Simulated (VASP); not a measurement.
A run of VASP 6.6.1 is set up as follows.

INCAR

```
  PREC = Accurate
  ENCUT = 520
  EDIFF = 1E-6
  ISMEAR = 0
  SIGMA = 0.15
  LREAL = False
  LASPH = True
  NELM = 60
  ALGO = Fast
  ISIF = 2
  LWAVE = False
  LCHARG = False
  GGA = PE
  NBANDS = 18
```

KPOINTS

```
regular mesh
0
Gamma
  14 14 14
```

POSCAR

```
TiAl3
1.0
   -1.9225789803      1.9225789803      4.3111351100
    1.9225789803     -1.9225789803      4.3111351100
    1.9225789803      1.9225789803     -4.3111351100
Ti Al
1 3
Direct
    0.0000000000      0.0000000000      0.0000000000
    0.5000000000      0.5000000000      0.0000000000
    0.7500000000      0.2500000000      0.5000000000
    0.2500000000      0.7500000000      0.5000000000
```

Potentials or basis: VASP PAW PBE potentials, release 64 (Ti_sv, Al).

The run is started by

```sh
$ cat potpaw_PBE.64/Ti_sv/POTCAR potpaw_PBE.64/Al/POTCAR > POTCAR
$ mpirun -np 1 vasp_std > vasp.out
```

Predict the band gap on the k mesh.

zero (an odd number of electrons rules out a gap without spin polarisation).

What does it give for the pressure?

0.0 GPa.

Stress tensor (GPa, compression positive):
```
 0.00  0.00  0.00
 0.00  0.00  0.00
 0.00  0.00 -0.11
```
